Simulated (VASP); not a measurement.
Write the native input for VASP 6.6.1 that does the following.

| Quantity | Value |
| --- | --- |
| Task | single point |
| Functional | PBE |
| Potentials or basis | VASP PAW PBE potentials, release 64 (In_d, P) |
| Cutoff | 520 eV |
| k mesh | 14 × 14 × 14 |
| Occupations | gaussian, width 0.05 eV |
| Spin | no spin polarisation |
| Dipole correction | no |
| Further INCAR settings | ALGO = Normal; EDIFF = 1e-07; NBANDS = 16 |

The structure of InP lies in POSCAR:

```
InP
1.0
    0.0000000000      2.8554739203      2.8554739203
    2.8554739203      0.0000000000      2.8554739203
    2.8554739203      2.8554739203      0.0000000000
In P
1 1
Direct
    0.0000000000      0.0000000000      0.0000000000
    0.2500000000      0.2500000000      0.2500000000
```

The input as run:

INCAR

```
SYSTEM = InP
ALGO = Normal
EDIFF = 1E-7
ENCUT = 520
GGA = PE
ISIF = 2
ISMEAR = 0
LASPH = .True.
LCHARG = .False.
LREAL = .False.
LWAVE = .False.
NBANDS = 16
NELM = 100
PREC = Accurate
SIGMA = 0.05
```

KPOINTS

```
k-points
0
Gamma
  14 14 14
  0 0 0
```

Potentials or basis: VASP PAW PBE potentials, release 64 (In_d, P).

Run with:

```sh
$ cat potpaw_PBE.64/In_d/POTCAR potpaw_PBE.64/P/POTCAR > POTCAR
$ mpirun -np 1 vasp_std > vasp.out
```

Results of the run:

The pressure is 10.1 GPa and the band gap on the k mesh is 1.13 eV.

Caveat: the cell stands under pressure; spin-orbit coupling is left out, which moves the levels of the heavy elements.

Run time: 2 min on 1 thread of Intel Xeon 8259CL, with other jobs on the host, peak memory 0.22 GiB.
